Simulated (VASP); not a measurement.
# AlSi40H16Cl3 in VASP: single point with PBE

Aim: the single point of AlSi40H16Cl3 with PBE.

Program: VASP 6.6.1. These are calculated values, not measurements. Logs are shortened: lines on timing, memory, paths and dates and some standing lists are left out, and cuts for length are marked.

## 1. The cell of the first run

The cell holds a slab with vacuum, 60 atoms: a = 7.679 Å, b = 15.358 Å, c = 18.256 Å, α = 90.00°, β = 90.00°, γ = 90.00°.

## 2. Single point, PBE

Input file INCAR:

```
PREC = Accurate
ENCUT = 520
EDIFF = 1E-6
ISMEAR = -1
SIGMA = 0.02
LREAL = Auto
LASPH = True
NELM = 80
ALGO = Normal
ISIF = 2
LWAVE = False
LCHARG = False
GGA = PE
NBANDS = 136
```

Input file KPOINTS:

```
Automatic mesh
0
Gamma
  2 1 1
```

Input file POSCAR:

```
AlSi40H16Cl3
1.0
    7.6791800000      0.0000000000      0.0000000000
    0.0000000000     15.3583590000      0.0000000000
    0.0000000000      0.0000000000     18.2555000000
H Si Al Cl
16 40 1 3
Direct
    0.4093920100      0.0000000000      0.0547780100
    0.0906079700      0.0000000000      0.0547780100
    0.9093919800      0.0000000000      0.0547780100
    0.5906079500      0.0000000000      0.0547780100
    0.4093920100      0.2500000000      0.0547780100
    0.0906079700      0.2500000000      0.0547780100
    0.9093919800      0.2500000000      0.0547780100
    0.5906079500      0.2500000000      0.0547780100
    0.4093920100      0.5000000100      0.0547780100
    0.0906079700      0.5000000100      0.0547780100
    0.9093919800      0.5000000100      0.0547780100
    0.5906079500      0.5000000100      0.0547780100
    0.4093920100      0.7500000100      0.0547780100
    0.0906079700      0.7500000100      0.0547780100
    0.9093919800      0.7500000100      0.0547780100
    0.5906079500      0.7500000100      0.0547780100
    0.2499999900      0.0000000000      0.1021883800
    0.7499999700      0.0000000000      0.1021883800
    0.2499999900      0.2500000000      0.1021883800
    0.7499999700      0.2500000000      0.1021883800
    0.2499999900      0.5000000100      0.1021883800
    0.7499999700      0.5000000100      0.1021883800
    0.2499999900      0.7500000100      0.1021883800
    0.7499999700      0.7500000100      0.1021883800
    0.2482698127      0.1245848090      0.1737443978
    0.7486234809      0.1248990939      0.1728370805
    0.2503015901      0.3755089792      0.1787381124
    0.7502298092      0.3750460601      0.1779933457
    0.2501860948      0.6254211417      0.1727213683
    0.7500810719      0.6249642759      0.1738683221
    0.2503813834      0.8744355591      0.1796267840
    0.7504140032      0.8748652325      0.1819115274
   -0.0040527383      0.1234843848      0.2467220368
    0.5005741238      0.1236003259      0.2461060132
   -0.0004764894      0.3787285947      0.2547345012
    0.5011007090      0.3786718163      0.2547956340
    0.0014327842      0.6246522883      0.2454543090
    0.4988850158      0.6246093590      0.2455469081
    0.0043007423      0.8721635914      0.2591521676
    0.4967747312      0.8721109935      0.2590259477
    0.0253645245      0.0037334770      0.3302439583
    0.4804941511      0.0041860348      0.3293501888
   -0.0005028256      0.2477026403      0.3225376495
    0.5014177887      0.2474690120      0.3223531413
   -0.0086956062      0.5071337855      0.3263026415
    0.5094124659      0.5070558460      0.3264124430
    0.0196257782      0.7411084760      0.3310281740
    0.4809704784      0.7411477173      0.3310469953
    0.2532489093      0.0435288192      0.4167587525
    0.7530604824      0.0512755668      0.3651624021
    0.2506616162      0.1992373055      0.3824124884
    0.7506501396      0.2044500671      0.3875071515
    0.2503213099      0.5438669016      0.3894810917
    0.7504440189      0.5384049080      0.4035345015
    0.2502465365      0.7037787579      0.4152603099
    0.7502776523      0.6835539718      0.3647072708
    0.2483034479      0.4450606804      0.4939852459
   -0.2506343227      0.2354127365      0.4991692668
    0.2497745700      0.2936945206      0.4887117830
    0.2447590254      0.4622736136      0.6083333210
```

Potentials or basis: VASP PAW PBE potentials, release 64 (H, Si, Al, Cl).

Run with:

```bash
> cat potpaw_PBE.64/H/POTCAR potpaw_PBE.64/Si/POTCAR potpaw_PBE.64/Al/POTCAR potpaw_PBE.64/Cl/POTCAR > POTCAR
> mpirun -np 1 vasp_std > vasp.out
```

OUTCAR:

```text
PREC = Accurate
   ENCUT = 520
   EDIFF = 1E-6
   ISMEAR = -1
   LREAL = Auto
   LASPH = True
   NELM = 80
   ISIF = 2
   GGA = PE

 ion  position               nearest neighbor table
   1  0.409  0.000  0.055-  17 1.50
   2  0.091  0.000  0.055-  17 1.50
   3  0.909  0.000  0.055-  18 1.50
   4  0.591  0.000  0.055-  18 1.50
   5  0.409  0.250  0.055-  19 1.50
   6  0.091  0.250  0.055-  19 1.50
[... 8 lines left out ...]
  15  0.909  0.750  0.055-  24 1.50
  16  0.591  0.750  0.055-  24 1.50
  17  0.250  0.000  0.102-   1 1.50   2 1.50  25 2.32  31 2.39
[... 26 lines left out ...]
  44  0.501  0.247  0.322-  51 2.34  52 2.35  34 2.36  36 2.36
  45  0.991  0.507  0.326-  37 2.33  35 2.37  53 2.37  54 2.37
  46  0.509  0.507  0.326-  38 2.33  36 2.37  53 2.37  54 2.37
  47  0.020  0.741  0.331-  56 2.33  37 2.38  39 2.41  55 2.41
  48  0.481  0.741  0.331-  56 2.33  38 2.38  40 2.41  55 2.41
  49  0.253  0.044  0.417-  41 2.44  42 2.44  51 2.47
  50  0.753  0.051  0.365-  41 2.30  42 2.31  52 2.39  33 3.06  34 3.12
  51  0.251  0.199  0.382-  44 2.34  43 2.34  59 2.42  49 2.47
  52  0.751  0.204  0.388-  58 2.09  43 2.35  44 2.35  50 2.39
  53  0.250  0.544  0.389-  46 2.37  45 2.37  57 2.44  55 2.50
  54  0.750  0.538  0.404-  56 2.34  45 2.37  46 2.37
  55  0.250  0.704  0.415-  47 2.41  48 2.41  53 2.50
  56  0.750  0.684  0.365-  48 2.33  47 2.33  54 2.34  37 3.05  38 3.05
  57  0.248  0.445  0.494-  60 2.10  59 2.33  53 2.44
  58  0.749  0.235  0.499-  52 2.09
  59  0.250  0.294  0.489-  57 2.33  51 2.42
  60  0.245  0.462  0.608-  57 2.10

  LATTYP: Found a simple orthorhombic cell.
 ALAT       =     7.6791800000
 B/A-ratio  =     1.9999998698
 C/A-ratio  =     2.3772720525

  Lattice vectors:

 A1 = (   7.6791800000,   0.0000000000,   0.0000000000)
 A2 = (   0.0000000000,  15.3583590000,   0.0000000000)
 A3 = (   0.0000000000,   0.0000000000,  18.2555000000)

Analysis of symmetry for initial positions (statically):
=====================================================================
 Subroutine PRICEL returns:
 Original cell was already a primitive cell.

 Routine SETGRP: Setting up the symmetry group for a
 simple orthorhombic supercell.

 Subroutine GETGRP returns: Found  1 space group operations
 (whereof  1 operations were pure point group operations)
 out of a pool of  8 trial point group operations.

The static configuration has the point symmetry C_1 .

Analysis of symmetry for dynamics (positions and initial velocities):
=====================================================================
 Subroutine PRICEL returns:
 Original cell was already a primitive cell.

 Routine SETGRP: Setting up the symmetry group for a
 simple orthorhombic supercell.

 Subroutine GETGRP returns: Found  1 space group operations
 (whereof  1 operations were pure point group operations)
 out of a pool of  8 trial point group operations.

The dynamic configuration has the point symmetry C_1 .

 Subroutine INISYM returns: Found  1 space group operations
 (whereof  1 operations are pure point group operations),
 and found     1 'primitive' translations

----------------------------------------------------------------------------------------

                                     Primitive cell

  volume of cell :    2153.0464

  direct lattice vectors                    reciprocal lattice vectors
     7.679180000  0.000000000  0.000000000     0.130222237  0.000000000  0.000000000
     0.000000000 15.358359000  0.000000000     0.000000000  0.065111123  0.000000000
     0.000000000  0.000000000 18.255500000     0.000000000  0.000000000  0.054778012

  length of vectors
     7.679180000 15.358359000 18.255500000     0.130222237  0.065111123  0.054778012

  position of ions in fractional coordinates (direct lattice)
     0.409392010  0.000000000  0.054778010
     0.090607970  0.000000000  0.054778010
     0.909391980  0.000000000  0.054778010
     0.590607950  0.000000000  0.054778010
     0.409392010  0.250000000  0.054778010
     0.090607970  0.250000000  0.054778010
[... 52 lines left out ...]
     0.249774570  0.293694521  0.488711783
     0.244759025  0.462273614  0.608333321

  ion indices of the primitive-cell ions
   primitive index   ion index
                 1           1
                 2           2
                 3           3
                 4           4
                 5           5
                 6           6
[... 52 lines left out ...]
                59          59
                60          60

----------------------------------------------------------------------------------------

 KPOINTS: Automatic mesh

Automatic generation of k-mesh.
 Grid dimensions read from file:
 generate k-points for:    2    1    1

 Generating k-lattice:

  Cartesian coordinates                     Fractional coordinates (reciprocal lattice)
     0.065111119  0.000000000  0.000000000     0.500000000  0.000000000  0.000000000
     0.000000000  0.065111123  0.000000000     0.000000000  1.000000000  0.000000000
     0.000000000  0.000000000  0.054778012     0.000000000  0.000000000  1.000000000

  Length of vectors
     0.065111119  0.065111123  0.054778012

  Shift w.r.t. Gamma in fractional coordinates (k-lattice)
     0.000000000  0.000000000  0.000000000

 Subroutine IBZKPT returns following result:
 ===========================================

 Found      2 irreducible k-points:

 Following reciprocal coordinates:
            Coordinates               Weight
  0.000000  0.000000  0.000000      1.000000
  0.500000  0.000000  0.000000      1.000000
   k-points           NKPTS =      2   k-points in BZ     NKDIM =      2   number of bands    NBANDS=    136
   number of dos      NEDOS =    301   number of ions     NIONS =     60
   total plane-waves  NPLWV = ******
   dimension x,y,z NGX =    60 NGY =  120 NGZ =  140
   dimension x,y,z NGXF=   120 NGYF=  240 NGZF=  280
   ions per type =              16  40   1   3
   NGX,Y,Z   is equivalent  to a cutoff of  12.99, 12.99, 12.75 a.u.
   NGXF,Y,Z  is equivalent  to a cutoff of  25.98, 25.98, 25.50 a.u.
 SYSTEM =  unknown system
   PREC   = accura    normal or accurate (medium, high low for compatibility)
   ISTART =      0    job   : 0-new  1-cont  2-samecut
   ICHARG =      2    charge: 1-file 2-atom 10-const
   ISPIN  =      1    spin polarized calculation?
   LNONCOLLINEAR =      F non collinear calculations
   LSORBIT =      F    spin-orbit coupling
   LASPH  =      T    aspherical Exc in radial PAW
   ENCUT  =  520.0 eV  38.22 Ry    6.18 a.u.  14.28 28.56 33.94*2*pi/ulx,y,z
   NELM   =     80;   NELMIN=  2; NELMDL= -5     # of ELM steps
   EDIFF  = 0.1E-05   stopping-criterion for ELM
   LREAL  =      T    real-space projection
   EDIFFG = 0.1E-04   stopping-criterion for IOM
   NSW    =      0    number of steps for IOM
   IBRION =     -1    ionic relax: 0-MD 1-quasi-New 2-CG
   NFREE  =      0    steps in history (QN), initial steepest desc. (CG)
   ISIF   =      2    stress and relaxation
   ISYM   =      2    0-nonsym 1-usesym 2-fastsym
   POTIM  = 0.5000    time-step for ionic-motion
   TEBEG  =    0.0;   TEEND  =   0.0 temperature during run
   PSTRESS=    0.0 pullay stress
   NELECT =     200.0000    total number of electrons
   NUPDOWN=      -1.0000    fix difference up-down
   EMIN   =  10.00;   EMAX   =-10.00  energy-range for DOS
   EFERMI =   0.00;   METHOD = LEGACY
   ISMEAR =    -1;   SIGMA  =   0.02  broadening in eV -4-tet -1-fermi 0-gaus
   EFERMI_NEDOS =   21; number of points for ismear=-14 and -15
   IALGO  =     38    algorithm
   IMIX   =      4    mixing-type and parameters
     AMIX     =   0.40;   BMIX     =  1.00
     AMIX_MAG =   1.60;   BMIX_MAG =  1.00
  volume/ion in A,a.u.               =      35.88       242.16
  Fermi-wavevector in a.u.,A,eV,Ry     =   0.741425  1.401089  7.479266  0.549711
  Thomas-Fermi vector in A             =   1.836062
   LORBIT       =      0    0 simple, 1 ext, 2 COOP (PROOUT), +10 PAW based schemes
   GGA     = PE    functional components
[... 5 lines left out ...]
 non-spin polarized calculation
  energy-cutoff  :      520.00
  volume of cell :     2153.05
 maximum number of plane-waves:     58003
 NGX is ok and might be reduce to    60
   NGX = 29   NGY = 57   NGZ = 67

 number of electron     200.0000007 magnetization

 Free energy of the ion-electron system (eV)
  ---------------------------------------------------
  ext. energy  EPLUGINS =         0.00000000
  ---------------------------------------------------
  free energy    TOTEN  =      -272.11775364 eV

  energy without entropy =     -272.10027811  energy(sigma->0) =     -272.10901588

 E-fermi :  -0.3599     XC(G=0):  -4.9525

 val. band max:       -0.3933453426   @ k =   0.5000   0.0000   0.0000
 cond. band min:      -0.3264685148   @ k =   0.0000   0.0000   0.0000
 fundamental gap:      0.0668768278
 Fermi energy:        -0.3599034392

 k-point     1 :       0.0000    0.0000    0.0000
  band No.  band energies     occupation
      1     -17.1107      2.00000
      2     -16.5303      2.00000
      3     -16.0976      2.00000
      4     -12.0408      2.00000
      5     -11.6041      2.00000
      6     -11.1096      2.00000
[... 104 lines left out ...]
    111       1.4616      0.00000
    112       1.6296      0.00000

 k-point     2 :       0.5000    0.0000    0.0000
  band No.  band energies     occupation
      1     -17.1079      2.00000
      2     -16.5337      2.00000
      3     -16.0977      2.00000
      4     -11.5779      2.00000
      5     -11.4300      2.00000
      6     -11.1508      2.00000
[... 104 lines left out ...]
    111       1.8438      0.00000
    112       1.8479      0.00000
 [bands above 112 left out]

------------------------ aborting loop because EDIFF is reached ----------------------------------------

  FORCE on cell =-STRESS in cart. coord.  units (eV):
  Direction    XX          YY          ZZ          XY          YZ          ZX
  --------------------------------------------------------------------------------------
  -------------------------------------------------------------------------------------
  Total       32.0962292     -1.5617387     -0.6224483     -0.0833705      0.0061844      0.0204222
  in kB       23.8842275     -1.1621590     -0.4631914     -0.0620397      0.0046021      0.0151971
  external PRESSURE =       7.4196257 kB  Pullay stress =       0.0000000 kB

 VOLUME and BASIS-vectors are now :
 -----------------------------------------------------------------------------
  energy-cutoff  :      520.00
  volume of cell :     2153.05
      direct lattice vectors                 reciprocal lattice vectors
     7.679180000  0.000000000  0.000000000     0.130222237  0.000000000  0.000000000
     0.000000000 15.358359000  0.000000000     0.000000000  0.065111123  0.000000000
     0.000000000  0.000000000 18.255500000     0.000000000  0.000000000  0.054778012

 POSITION                                       TOTAL-FORCE (eV/Angst)
 -----------------------------------------------------------------------------------
      3.14379      0.00000      1.00000        -0.621176     -0.042496      0.010881
      0.69579      0.00000      1.00000         0.629364     -0.063461      0.001188
      6.98338      0.00000      1.00000        -0.624124     -0.084855      0.013168
      4.53538      0.00000      1.00000         0.624450     -0.095668      0.008253
      3.14379      3.83959      1.00000        -0.622236      0.020987      0.013940
      0.69579      3.83959      1.00000         0.632024      0.046352      0.002631
[... 52 lines left out ...]
      1.91806      4.51067      8.92168         0.000212      0.005021     -0.004589
      1.87955      7.09976     11.10543         0.001045     -0.002139     -0.023961
 -----------------------------------------------------------------------------------
    total drift:                                0.004847     -0.012198      0.048285

  FREE ENERGIE OF THE ION-ELECTRON SYSTEM (eV)
  ---------------------------------------------------
  free  energy   TOTEN  =      -272.1177536393 eV

  energy  without entropy=     -272.1002781111  energy(sigma->0) =     -272.10901588
```

Run time: 52 min. Hardware: 1 thread of Intel Xeon 8259CL, shared host; peak memory 2 GiB.

What came out:

- Free energy: -272.1178 eV
- Largest force: 0.653 eV/Å
- Band gap on the k mesh: 0.07 eV (least direct gap 0.27 eV)

Forces in eV/Å, atoms in the order of the input:
```
H   -0.621 -0.042  0.011
H    0.629 -0.063  0.001
H   -0.624 -0.085  0.013
H    0.624 -0.096  0.008
H   -0.622  0.021  0.014
H    0.632  0.046  0.003
H   -0.640  0.043 -0.004
H    0.637  0.051 -0.008
H   -0.625 -0.096 -0.021
H    0.624 -0.097 -0.017
H   -0.623 -0.087 -0.017
H    0.622 -0.089 -0.015
H   -0.642  0.116 -0.027
H    0.640  0.116 -0.023
H   -0.623  0.117  0.013
H    0.620  0.123  0.017
Si  -0.020 -0.384  0.073
Si   0.000 -0.434  0.154
Si  -0.032  0.301  0.072
Si   0.007  0.305 -0.089
Si   0.006 -0.109 -0.110
Si   0.004 -0.095 -0.094
Si   0.008  0.220 -0.113
Si   0.013  0.221  0.193
Si   0.001 -0.004  0.000
Si  -0.003 -0.001 -0.002
Si  -0.001 -0.003 -0.001
Si  -0.001  0.000 -0.003
Si   0.000 -0.001 -0.002
Si  -0.001  0.001  0.004
Si  -0.001  0.003 -0.002
Si  -0.002  0.000 -0.002
Si  -0.003  0.006  0.000
Si   0.000  0.001  0.000
Si   0.001  0.000  0.003
Si   0.001  0.000  0.001
Si  -0.002  0.000  0.002
Si   0.001  0.001  0.002
Si   0.002 -0.002  0.000
Si   0.000 -0.003  0.001
Si  -0.002  0.001  0.001
Si   0.005  0.002 -0.006
Si  -0.001 -0.005  0.000
Si  -0.001 -0.007 -0.002
Si   0.001  0.001  0.000
Si  -0.002  0.004 -0.002
Si  -0.002 -0.005 -0.003
Si   0.003 -0.005 -0.004
Si   0.000  0.000 -0.004
Si   0.006  0.002  0.000
Si   0.002  0.007  0.000
Si   0.002  0.013  0.038
Si   0.002 -0.003 -0.006
Si  -0.001 -0.002 -0.003
Si   0.000  0.005  0.005
Si  -0.001  0.002 -0.004
Al   0.000 -0.008  0.024
Cl   0.000 -0.009 -0.042
Cl   0.000  0.005 -0.005
Cl   0.001 -0.002 -0.024
```

Levels at points of the mesh, in eV from the valence-band top:
| k point | band 96 | band 97 | band 98 | band 99 | band 100 | band 101 | band 102 | band 103 | band 104 | band 105 |
| --- | --- | --- | --- | --- | --- | --- | --- | --- | --- | --- |
| (0.00, 0.00, 0.00) | -0.66 | -0.47 | -0.40 | -0.23 | -0.21 | 0.07 | 0.76 | 0.96 | 1.13 | 1.24 |
| (0.50, 0.00, 0.00) | -0.73 | -0.72 | -0.41 | -0.17 | 0.00 | 0.50 | 1.17 | 1.25 | 1.69 | 1.71 |
